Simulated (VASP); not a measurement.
A run of VASP 6.6.1:

Contents of INCAR:

```
SYSTEM = CsBr
  PREC = Accurate
  ENCUT = 400
  EDIFF = 1E-8
  ISMEAR = -1
  SIGMA = 0.02
  LREAL = .FALSE.
  LASPH = .TRUE.
  NELM = 120
  ALGO = Normal
  ISIF = 2
  LWAVE = .FALSE.
  LCHARG = .FALSE.
  GGA = CA
  LEFG = .TRUE.
  NBANDS = 15
  GGA_COMPAT = .FALSE.
```

The input KPOINTS:

```
regular mesh
0
G
  6 6 6
  0 0 0
```

File POSCAR:

```
CsBr
1.0
    4.2860000000      0.0000000000      0.0000000000
    0.0000000000      4.2860000000      0.0000000000
    0.0000000000      0.0000000000      4.2860000000
Cs Br
1 1
Direct
    0.0000000000      0.0000000000      0.0000000000
    0.5000000000      0.5000000000      0.5000000000
```

Potentials or basis: VASP PAW LDA potentials, release 64 (Cs_sv, Br).

The run is started by

```console
$ cat potpaw_LDA.64/Cs_sv/POTCAR potpaw_LDA.64/Br/POTCAR > POTCAR
$ mpirun -np 1 vasp_std > vasp.out
```

Hardware: 1 thread of Intel(R) Xeon(R) 6975P-C (Granite Rapids) (shared host).

**Question.** How long does it take, and how much memory?

**Answer.** Run time: 7.3 s on 1 thread of Intel(R) Xeon(R) 6975P-C (Granite Rapids), on a shared host, peak memory 0.14 GiB. Counts: scf iterations 14, k points 20.
